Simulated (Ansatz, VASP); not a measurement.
BiP in VASP and in Ansatz

The input INCAR:

```
PREC = Accurate
ENCUT = 600
EDIFF = 1E-7
ISMEAR = 0
SIGMA = 0.05
LREAL = F
LASPH = T
NELM = 60
ALGO = Normal
ISIF = 3
LWAVE = F
LCHARG = F
GGA = PS
IBRION = 2
NSW = 50
EDIFFG = -0.01
```

KPOINTS

```
regular mesh
0
Gamma
  10 10 8
```

Contents of POSCAR:

```
BiP
1.0
    3.8503612769      0.0000000000      0.0000000000
   -1.9251806384      3.3345106795      0.0000000000
    0.0000000000      0.0000000000      3.7439277789
Bi P
1 1
Direct
    0.0000000000      0.0000000000      0.0000000000
    0.6666666667      0.3333333333      0.5000000000
```

Input for Ansatz:

```yaml
crystal:
  lattice:
    - [3.8503612769, 0.0, 0.0]
    - [-1.9251806384, 3.3345106795, 0.0]
    - [0.0, 0.0, 3.7439277789]
  atoms:
    - { symbol: Bi, position: [0.0, 0.0, 0.0] }
    - { symbol: P, position: [0.6666666667, 0.3333333333, 0.5] }
basis:
  ecutwfc: 420
  ecutrho_ratio: 4
kpoints:
  mp_grid: { grid: [10, 10, 8] }
hamiltonian:
  xc: pbesol
scf:
  occupations: { method: gaussian, width: 0.05 }
output:
  forces: true
  stress: true
  eigenvalues: true
relax:
  f_tol: 0.01
  max_steps: 30
  cell: { stress_tol: 0.04 }
```

Alike in both runs: task relaxation of cell and atoms; functional PBEsol; k mesh 10 × 10 × 8; occupations gaussian, width 0.05 eV; no spin polarisation.

```csv
,VASP,Ansatz
version,VASP 6.6.1,Ansatz 0.2.0
potentials or method,"VASP PAW PBE potentials, release 64 (Bi_d, P), cutoff 600 eV","scalar-relativistic, plane waves, PAW"
valence electrons in the cell,20,20
```

|  | VASP | Ansatz | Ansatz less VASP |
| --- | --- | --- | --- |
| gap on the k mesh at the Fermi level, each at its own relaxed structure (eV) | none | none | - |
| relaxed volume (Å³/atom) | 24.03 | 24.03 | 0.000 |
| relaxed length of the cell vector where the two differ most in proportion (Å) | 3.850 | 3.850 | 0.0000 |

VASP's potentials were made for PBE, not for PBEsol. A gap of «none» marks a metal or a gap that the smearing closes.

Spin-orbit coupling is off throughout. Noted on VASP's run: the relaxation stopped at its first step, so nothing moved.
